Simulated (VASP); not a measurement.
Input of a VASP 6.6.1 run:

The input INCAR:

```
PREC = Accurate
ENCUT = 600
EDIFF = 1E-6
ISMEAR = -1
SIGMA = 0.08
LREAL = F
LASPH = T
NELM = 80
ALGO = Normal
ISIF = 3
LWAVE = F
LCHARG = F
GGA = PE
IBRION = 2
NSW = 100
EDIFFG = -0.005
```

KPOINTS

```
Automatic mesh
0
Gamma
  15 15 8
```

POSCAR

```
Pd
1.0
    2.5760488594      0.0000000000      0.0000000000
   -1.2880244297      2.2309237537      0.0000000000
    0.0000000000      0.0000000000      4.1731991523
Pd
2
Direct
    0.3333333333      0.6666666667      0.2500000000
    0.6666666667      0.3333333333      0.7500000000
```

Potentials or basis: VASP PAW PBE potentials, release 64 (Pd).

The run is started by

```bash
$ cat potpaw_PBE.64/Pd/POTCAR > POTCAR
$ mpirun -np 1 vasp_std > vasp.out
```

**Question.** Estimate the space group after relaxing (to 0.05 Å).

**Answer.** P6_3/mmc (No. 194).

**Question.** What does it give for the relaxed cell?

**Answer.** a = 2.773 Å, b = 2.773 Å, c = 4.623 Å, α = 90.00°, β = 90.00°, γ = 120.00°.

**Question.** Predict the band gap on the k mesh.

**Answer.** Zero (band 10 reaches 9.26 eV, above the bottom of band 11 at 8.42 eV).

Final structure:
```xyz
2
Lattice="2.7730 0.0000 0.0000 -1.3865 2.4015 0.0000 0.0000 0.0000 4.6228" Properties=species:S:1:pos:R:3 pbc="T T T"
Pd    0.0000    1.6010    1.1557
Pd    1.3865    0.8005    3.4671
```
